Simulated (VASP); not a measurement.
Runs of VASP 6.6.1 on C. The structure is that of space group Fd-3m (No. 227), or close to it. The cells are those of the table. 

```tsv
cell	gap on the mesh (eV)	pressure (GPa)
a = 2.620, b = 2.620, c = 2.652 Å, angles 59.6, 59.6, 60.8°, 2 atoms	3.32	(a)
a = 2.620, b = 2.620, c = 2.589 Å, angles 60.4, 60.4, 59.2°, 2 atoms	(b)	-35.0
a = 2.529, b = 2.529, c = 2.399 Å, angles 61.7, 61.7, 56.6°, 2 atoms	2.98	26.8
a = 2.431, b = 2.431, c = 2.462 Å, angles 59.6, 59.6, 60.9°, 2 atoms	3.69	(c)
a = 2.589 Å, angles 60.0°, 2 atoms	3.98	-27.5
```

Alike in all rows: task single point; level PBE; potentials or basis VASP PAW PBE potentials, release 64 (C); no spin polarisation; k mesh 12 × 12 × 12; cutoff (eV) 520; smearing gaussian 0.05 eV.

Q: Fill in the values left out.

A: (a) -41.8; (b) 3.64; (c) 54.3.

A k mesh can miss the band edges.
